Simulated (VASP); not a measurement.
Set up this calculation in VASP 6.6.1, as the native input.

```yaml
Task: single point
Functional: PBE
Potentials_or_basis: VASP PAW PBE potentials, release 64 (B)
Cutoff: 520 eV
k_mesh: 18 × 18 × 18
Occupations: gaussian, width 0.1 eV
Spin: no spin polarisation
Dipole_correction: no
Further_INCAR_settings: ALGO = Normal; EDIFF = 1e-06; NBANDS = 12
```

The structure of B lies in POSCAR:

```
B
1.0
   -1.7834530879      1.7834530879      1.7834530879
    1.7834530879     -1.7834530879      1.7834530879
    1.7834530879      1.7834530879     -1.7834530879
B
3
Direct
    0.0000000000      0.5000000000      0.5000000000
    0.5000000000      0.0000000000      0.5000000000
    0.5000000000      0.5000000000      0.0000000000
```

These files were run (other wordings do the same):

INCAR

```
PREC = Accurate
ENCUT = 520
EDIFF = 1E-6
ISMEAR = 0
SIGMA = 0.1
LREAL = False
LASPH = True
NELM = 60
ALGO = Normal
ISIF = 2
LWAVE = False
LCHARG = False
GGA = PE
NBANDS = 12
```

KPOINTS

```
Automatic mesh
0
Gamma
  18 18 18
```

Potentials or basis: VASP PAW PBE potentials, release 64 (B).

The run is started by

```console
$ cat potpaw_PBE.64/B/POTCAR > POTCAR
$ mpirun -np 1 vasp_std > vasp.out
```

Results of the run:

- Pressure: 0.0 GPa

Run time: 49 s on 1 thread of Intel Xeon 8259CL, with other jobs on the host, peak memory 0.16 GiB.
